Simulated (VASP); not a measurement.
A run of VASP 6.6.1:

The input INCAR:

```
PREC     = Accurate       # precision mode
ENCUT    = 500            # plane-wave cutoff, eV
EDIFF    = 1E-6           # SCF threshold, eV
ISMEAR   = 0              # smearing method
SIGMA    = 0.1            # smearing width, eV
LREAL    = F              # projectors in reciprocal space
LASPH    = T              # aspherical terms in the spheres
NELM     = 200            # most SCF steps
ALGO     = Normal         # electronic algorithm
ISIF     = 2              # what is computed and relaxed
LWAVE    = F              # write WAVECAR
LCHARG   = T              # write CHGCAR
GGA      = PE             # functional
LELF     = T              # ELF
LVHAR    = T            
NBANDS   = 22             # bands
GGA_COMPAT= F            
LMAXMIX  = 6              # l up to which the mixer works
```

Contents of KPOINTS:

```
Automatic mesh
0
Gamma
  12 12 12
```

Contents of POSCAR:

```
Dy2Ti
1.0
    5.2359972122      0.0000000000      0.0000000000
   -2.6179986061      4.5345065999      0.0000000000
    0.0000000000      0.0000000000      3.2083182632
Dy Ti
2 1
Direct
    0.3333333333      0.6666666667      0.5000000000
    0.6666666667      0.3333333333      0.5000000000
    0.0000000000      0.0000000000      0.0000000000
```

Potentials or basis: VASP PAW PBE potentials, release 64 (Dy_3, Ti_sv), 4f in core.

Launch:

```console
$ cat potpaw_PBE.64/Dy_3/POTCAR potpaw_PBE.64/Ti_sv/POTCAR > POTCAR
$ mpirun -np 1 vasp_std > vasp.out
```

Hardware: 1 thread of Intel(R) Xeon(R) 6975P-C (Granite Rapids) (shared host).

Estimate the wall time of this run.

Run time: 2.1 min on 1 thread of Intel(R) Xeon(R) 6975P-C (Granite Rapids), with other jobs on the host, peak memory 0.34 GiB. Counts: scf iterations 22, k points 133.
